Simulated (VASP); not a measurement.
# CrO2 (Fm-3m) in VASP: single point with LDA

Aim: the single point of CrO2 with LDA.

Program: VASP 6.6.1. These are calculated values, not measurements. Logs are shortened: lines on timing, memory, paths and dates and some standing lists are left out, and cuts for length are marked.

## Step 1: The cell of the first run

The structure is cubic, space group Fm-3m (No. 225). The conventional cell has a = 4.604 Å, b = 4.604 Å, c = 4.604 Å, α = 90.00°, β = 90.00°, γ = 90.00°. Within 2.6 Å of Cr (site symmetry m-3m) lie 8 O at 1.99 Å. Within 2.6 Å of O (site symmetry -43m) lie 4 Cr at 1.99 Å and 6 O at 2.30 Å.

## Step 2: Single point, LDA, collinear spin, ferromagnetic start

INCAR

```
PREC     = Accurate       # precision mode
ENCUT    = 700            # plane-wave cutoff, eV
EDIFF    = 1E-6           # SCF threshold, eV
ISMEAR   = -1             # smearing method
SIGMA    = 0.05           # smearing width, eV
LREAL    = False          # projectors in reciprocal space
LASPH    = True           # aspherical terms in the spheres
NELM     = 200            # most SCF steps
ALGO     = Normal         # electronic algorithm
ISIF     = 2              # what is computed and relaxed
LWAVE    = False          # write WAVECAR
LCHARG   = False          # write CHGCAR
ISPIN    = 2              # spin polarisation
MAGMOM   = 3 0 0          # initial moments
LORBIT   = 11             # projections on sites
LMAXMIX  = 4              # l up to which the mixer works
NBANDS   = 24             # bands
GGA_COMPAT= False
```

KPOINTS

```
Automatic mesh
0
Gamma
  7 7 7
```

POSCAR

```
CrO2
1.0
    0.0000000000      2.3022251418      2.3022251418
    2.3022251418      0.0000000000      2.3022251418
    2.3022251418      2.3022251418      0.0000000000
Cr O
1 2
Direct
    0.0000000000      0.0000000000      0.0000000000
    0.2500000000      0.2500000000      0.2500000000
    0.7500000000      0.7500000000      0.7500000000
```

Potentials or basis: VASP PAW LDA potentials, release 64 (Cr_sv, O).

Launch:

```bash
> cat potpaw_LDA.64/Cr_sv/POTCAR potpaw_LDA.64/O/POTCAR > POTCAR
> mpirun -np 1 vasp_std > vasp.out
```

OUTCAR:

```text
PREC = Accurate
   ENCUT = 700
   EDIFF = 1E-6
   ISMEAR = -1
   LREAL = False
   LASPH = True
   NELM = 200
   ISIF = 2
   ISPIN = 2
   LORBIT = 11

 ion  position               nearest neighbor table
   1  0.000  0.000  0.000-   3 1.99   3 1.99   3 1.99   2 1.99   3 1.99   2 1.99   2 1.99   2 1.99

   2  0.250  0.250  0.250-   1 1.99   1 1.99   1 1.99   1 1.99
   3  0.750  0.750  0.750-   1 1.99   1 1.99   1 1.99   1 1.99

  LATTYP: Found a face centered cubic cell.
 ALAT       =     4.6044502836

  Lattice vectors:

 A1 = (   0.0000000000,   2.3022251418,   2.3022251418)
 A2 = (   2.3022251418,   0.0000000000,   2.3022251418)
 A3 = (   2.3022251418,   2.3022251418,   0.0000000000)

Analysis of symmetry for initial positions (statically):
=====================================================================
 Subroutine PRICEL returns:
 Original cell was already a primitive cell.

 Routine SETGRP: Setting up the symmetry group for a
 face centered cubic supercell.

 Subroutine GETGRP returns: Found 48 space group operations
 (whereof 48 operations were pure point group operations)
 out of a pool of 48 trial point group operations.

The static configuration has the point symmetry O_h .

Analysis of symmetry for dynamics (positions and initial velocities):
=====================================================================
 Subroutine PRICEL returns:
 Original cell was already a primitive cell.

 Routine SETGRP: Setting up the symmetry group for a
 face centered cubic supercell.

 Subroutine GETGRP returns: Found 48 space group operations
 (whereof 48 operations were pure point group operations)
 out of a pool of 48 trial point group operations.

The dynamic configuration has the point symmetry O_h .

Analysis of structural, dynamic, and magnetic symmetry:
=====================================================================
 Subroutine PRICEL returns:
 Original cell was already a primitive cell.

 Routine SETGRP: Setting up the symmetry group for a
 face centered cubic supercell.

 Subroutine GETGRP returns: Found 48 space group operations
 (whereof 48 operations were pure point group operations)
 out of a pool of 48 trial point group operations.

The overall configuration has the point symmetry O_h .

 Subroutine INISYM returns: Found 48 space group operations
 (whereof 48 operations are pure point group operations),
 and found     1 'primitive' translations

----------------------------------------------------------------------------------------

                                     Primitive cell

  volume of cell :      24.4047

  direct lattice vectors                    reciprocal lattice vectors
     0.000000000  2.302225142  2.302225142    -0.217181192  0.217181192  0.217181192
     2.302225142  0.000000000  2.302225142     0.217181192 -0.217181192  0.217181192
     2.302225142  2.302225142  0.000000000     0.217181192  0.217181192 -0.217181192

  length of vectors
     3.255838019  3.255838019  3.255838019     0.376168859  0.376168859  0.376168859

  position of ions in fractional coordinates (direct lattice)
     0.000000000  0.000000000  0.000000000
     0.250000000  0.250000000  0.250000000
     0.750000000  0.750000000  0.750000000

  ion indices of the primitive-cell ions
   primitive index   ion index
                 1           1
                 2           2
                 3           3

----------------------------------------------------------------------------------------

 KPOINTS: Automatic mesh

Automatic generation of k-mesh.
 Grid dimensions read from file:
 generate k-points for:    7    7    7

 Generating k-lattice:

  Cartesian coordinates                     Fractional coordinates (reciprocal lattice)
    -0.031025885  0.031025885  0.031025885     0.142857143  0.000000000  0.000000000
     0.031025885 -0.031025885  0.031025885     0.000000000  0.142857143  0.000000000
     0.031025885  0.031025885 -0.031025885     0.000000000  0.000000000  0.142857143

  Length of vectors
     0.053738408  0.053738408  0.053738408

  Shift w.r.t. Gamma in fractional coordinates (k-lattice)
     0.000000000  0.000000000  0.000000000

 Subroutine IBZKPT returns following result:
 ===========================================

 Found     20 irreducible k-points:

 Following reciprocal coordinates:
            Coordinates               Weight
  0.000000  0.000000  0.000000      1.000000
  0.142857  0.000000  0.000000      8.000000
  0.285714  0.000000  0.000000      8.000000
  0.428571  0.000000  0.000000      8.000000
  0.142857  0.142857  0.000000      6.000000
  0.285714  0.142857  0.000000     24.000000
[... 12 lines left out ...]
 -0.428571  0.428571  0.142857     24.000000
 -0.285714  0.428571  0.142857     24.000000
   k-points           NKPTS =     20   k-points in BZ     NKDIM =     20   number of bands    NBANDS=     24
   number of dos      NEDOS =    301   number of ions     NIONS =      3
   total plane-waves  NPLWV =  21952
   dimension x,y,z NGX =    28 NGY =   28 NGZ =   28
   dimension x,y,z NGXF=    56 NGYF=   56 NGZF=   56
   ions per type =               1   2
   NGX,Y,Z   is equivalent  to a cutoff of  14.30, 14.30, 14.30 a.u.
   NGXF,Y,Z  is equivalent  to a cutoff of  28.59, 28.59, 28.59 a.u.
 SYSTEM =  unknown system
   PREC   = accura    normal or accurate (medium, high low for compatibility)
   ISTART =      0    job   : 0-new  1-cont  2-samecut
   ICHARG =      2    charge: 1-file 2-atom 10-const
   ISPIN  =      2    spin polarized calculation?
   LNONCOLLINEAR =      F non collinear calculations
   LSORBIT =      F    spin-orbit coupling
   LASPH  =      T    aspherical Exc in radial PAW
   ENCUT  =  700.0 eV  51.45 Ry    7.17 a.u.   7.02  7.02  7.02*2*pi/ulx,y,z
   NELM   =    200;   NELMIN=  2; NELMDL= -5     # of ELM steps
   EDIFF  = 0.1E-05   stopping-criterion for ELM
   LREAL  =      F    real-space projection
   EDIFFG = 0.1E-04   stopping-criterion for IOM
   NSW    =      0    number of steps for IOM
   IBRION =     -1    ionic relax: 0-MD 1-quasi-New 2-CG
   NFREE  =      0    steps in history (QN), initial steepest desc. (CG)
   ISIF   =      2    stress and relaxation
   ISYM   =      2    0-nonsym 1-usesym 2-fastsym
   POTIM  = 0.5000    time-step for ionic-motion
   TEBEG  =    0.0;   TEEND  =   0.0 temperature during run
   PSTRESS=    0.0 pullay stress
   NELECT =      26.0000    total number of electrons
   NUPDOWN=      -1.0000    fix difference up-down
   EMIN   =  10.00;   EMAX   =-10.00  energy-range for DOS
   EFERMI =   0.00;   METHOD = LEGACY
   ISMEAR =    -1;   SIGMA  =   0.05  broadening in eV -4-tet -1-fermi 0-gaus
   EFERMI_NEDOS =   21; number of points for ismear=-14 and -15
   IALGO  =     38    algorithm
   IMIX   =      4    mixing-type and parameters
     AMIX     =   0.40;   BMIX     =  1.00
     AMIX_MAG =   1.60;   BMIX_MAG =  1.00
  volume/ion in A,a.u.               =       8.13        54.90
  Fermi-wavevector in a.u.,A,eV,Ry     =   1.672020  3.159660 38.037143  2.795651
  Thomas-Fermi vector in A             =   2.757240
   LORBIT       =     11    0 simple, 1 ext, 2 COOP (PROOUT), +10 PAW based schemes
   GGA     = CA    functional components
   LHFCALC =     F    Hartree Fock is set to
   AEXX    =    0.0000 exact exchange contribution
   IVDW    =     0    specifies the selected vdW correction
   LEPSILON=     F    determine dielectric tensor
   LRPA    =     F    only Hartree local field effects (RPA)
 spin polarized calculation
  energy-cutoff  :      700.00
  volume of cell :       24.40
 maximum number of plane-waves:      1036
   NGX = 13   NGY = 13   NGZ = 13

 number of electron      26.0000011 magnetization       2.0003178

 Free energy of the ion-electron system (eV)
  ---------------------------------------------------
  ext. energy  EPLUGINS =         0.00000000
  ---------------------------------------------------
  free energy    TOTEN  =       -27.18201854 eV

  energy without entropy =      -27.18200597  energy(sigma->0) =      -27.18201226

 E-fermi :   9.4503     XC(G=0): -13.5248

 val. band max:        9.0106091243   @ k =  -0.1429   0.1429   0.0000
 cond. band min:       9.8460364781   @ k =   0.0000   0.0000   0.0000
 fundamental gap:      0.8354273539
 Fermi energy:         9.4502756657

 spin component 1

 k-point     1 :       0.0000    0.0000    0.0000
  band No.  band energies     occupation
      1     -63.3709      1.00000
      2     -35.0720      1.00000
      3     -35.0720      1.00000
      4     -35.0720      1.00000
      5     -11.7751      1.00000
      6      -6.6043      1.00000
[... 16 lines left out ...]
     23      29.7155      0.00000
     24      32.2019      0.00000
[... 489 lines left out ...]
      1     -63.3574      1.00000
      2     -35.1546      1.00000
      3     -35.1445      1.00000
      4     -35.1067      1.00000
      5      -9.1120      1.00000
      6      -9.0774      1.00000
[... 16 lines left out ...]
     23      30.9725      0.00000
     24      32.2165      0.00000
 Fermi energy:         9.4502756657

 spin component 2

 k-point     1 :       0.0000    0.0000    0.0000
  band No.  band energies     occupation
      1     -61.3114      1.00000
      2     -33.0748      1.00000
      3     -33.0748      1.00000
      4     -33.0748      1.00000
      5     -11.7572      1.00000
      6      -6.7106      1.00000
[... 16 lines left out ...]
     23      30.4347      0.00000
     24      32.7650      0.00000
[... 490 lines left out ...]
      2     -33.1719      1.00000
      3     -33.1596      1.00000
      4     -33.1147      1.00000
      5      -9.1312      1.00000
      6      -9.0973      1.00000
[... 16 lines left out ...]
     23      31.5943      0.00000
     24      32.4088      0.00000

------------------------ aborting loop because EDIFF is reached ----------------------------------------

  FORCE on cell =-STRESS in cart. coord.  units (eV):
  Direction    XX          YY          ZZ          XY          YZ          ZX
  --------------------------------------------------------------------------------------
  -------------------------------------------------------------------------------------
  Total       -0.0371642     -0.0371642     -0.0371642      0.0000000      0.0000000      0.0000000
  in kB       -2.4398458     -2.4398458     -2.4398458      0.0000000      0.0000000      0.0000000
  external PRESSURE =      -2.4398458 kB  Pullay stress =       0.0000000 kB

 VOLUME and BASIS-vectors are now :
 -----------------------------------------------------------------------------
  energy-cutoff  :      700.00
  volume of cell :       24.40
      direct lattice vectors                 reciprocal lattice vectors
     0.000000000  2.302225142  2.302225142    -0.217181192  0.217181192  0.217181192
     2.302225142  0.000000000  2.302225142     0.217181192 -0.217181192  0.217181192
     2.302225142  2.302225142  0.000000000     0.217181192  0.217181192 -0.217181192

 POSITION                                       TOTAL-FORCE (eV/Angst)
 -----------------------------------------------------------------------------------
      0.00000      0.00000      0.00000         0.000000     -0.000000     -0.000000
      1.15111      1.15111      1.15111        -0.000000     -0.000000     -0.000000
      3.45334      3.45334      3.45334         0.000000      0.000000      0.000000
 -----------------------------------------------------------------------------------
    total drift:                               -0.000000     -0.000000      0.000000

  FREE ENERGIE OF THE ION-ELECTRON SYSTEM (eV)
  ---------------------------------------------------
  free  energy   TOTEN  =       -27.1820185401 eV

  energy  without entropy=      -27.1820059729  energy(sigma->0) =      -27.18201226

 total charge

# of ion       s       p       d       tot
------------------------------------------
    1        2.141   6.036   3.405  11.582
    2        1.569   3.455   0.000   5.024
    3        1.569   3.455   0.000   5.024
--------------------------------------------------
tot          5.279  12.945   3.405  21.629

 magnetization (x)

# of ion       s       p       d       tot
------------------------------------------
    1        0.012   0.013   1.903   1.928
    2       -0.002  -0.070   0.000  -0.072
    3       -0.002  -0.070   0.000  -0.072
--------------------------------------------------
tot          0.007  -0.127   1.903   1.783
```

Run time: 57 s. Hardware: 1 thread of Intel Xeon Platinum 8375C at 2.90GHz (Ice Lake), shared host; peak memory 0.16 GiB.

What came out:

| Item | Value |
| --- | --- |
| Free energy | -27.1820 eV |
| Pressure | -0.2 GPa |
| Band gap on the k mesh | 0.84 eV (least direct gap 1.09 eV) |
| Net moment | 2.00 μB per cell |
| Site moments | Cr +1.93; O -0.07 μB |
| Valence electrons inside the program's atomic spheres | Cr 11.58; O 5.02 |

Caveat: an odd mesh through Γ misses points on the zone boundary, where band edges can lie; a cell with one magnetic atom can't hold antiferromagnetic order, which such compounds often take.
